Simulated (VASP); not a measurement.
# HfO2: single point with LDA

The system is HfO2.

```
Hf O
1.0
     4.85451    0.00000    0.00000
     0.00000    4.85451    0.00000
     0.00000    0.00000    3.10029
Hf O
2 4
Direct
  0.00000 0.00000 0.00000
  0.50000 0.50000 0.50000
  0.19511 0.80489 0.50000
  0.30489 0.30489 0.00000
  0.69511 0.69511 0.00000
  0.80489 0.19511 0.50000
```

This cell differs from its parent crystal: ratio of the length along z to the lengths across it x 0.96, volume and fractional coordinates fixed.

```
Program                : VASP 6.6.1
Task                   : single point
Functional             : LDA
Potentials or basis    : VASP PAW LDA potentials, release 64 (Hf_pv, O)
Cutoff                 : 520 eV
k mesh                 : 6 × 6 × 8
Occupations            : gaussian, width 0.05 eV
Spin                   : no spin polarisation
Dipole correction      : no
Further INCAR settings : ALGO = Normal; EDIFF = 1e-06; NBANDS = 31
```

The pressure is 0.0 GPa and the largest force is 0.231 eV/Å. The band gap on the k mesh is 3.82 eV.

Forces in eV/Å, atoms in the order of the input:
```
Hf   0.000  0.000  0.000
Hf   0.000  0.000  0.000
O    0.163 -0.163  0.000
O   -0.163 -0.163  0.000
O    0.163  0.163  0.000
O   -0.163  0.163  0.000
```

Stress tensor (GPa, compression positive):
```
-4.27  0.00  0.00
 0.00 -4.27  0.00
 0.00  0.00  8.49
```

Levels at points of the mesh, in eV from the valence-band top:
| k point | band 20 | band 21 | band 22 | band 23 | band 24 | band 25 |
| --- | --- | --- | --- | --- | --- | --- |
| (0.00, 0.00, 0.00) | -0.54 | -0.54 | 0.00 | 3.82 | 4.14 | 5.26 |
| (0.50, 0.00, 0.00) | -1.26 | -0.68 | -0.68 | 4.59 | 4.59 | 6.37 |
| (0.50, 0.50, 0.00) | -0.97 | -0.89 | -0.89 | 4.05 | 4.05 | 5.83 |
| (0.00, 0.00, 0.50) | -2.10 | -0.95 | -0.95 | 5.53 | 5.53 | 5.98 |
| (0.50, 0.00, 0.50) | -1.69 | -0.93 | -0.93 | 4.05 | 4.05 | 6.62 |
| (0.50, 0.50, 0.50) | -1.11 | -0.48 | -0.48 | 5.07 | 5.07 | 5.71 |

Wall time 78 s on 1 thread of Intel Xeon 8259CL (shared host), peak memory 0.22 GiB.

Caveat: spin-orbit coupling is left out, which moves the levels of the heavy elements. A k mesh can miss the band edges.
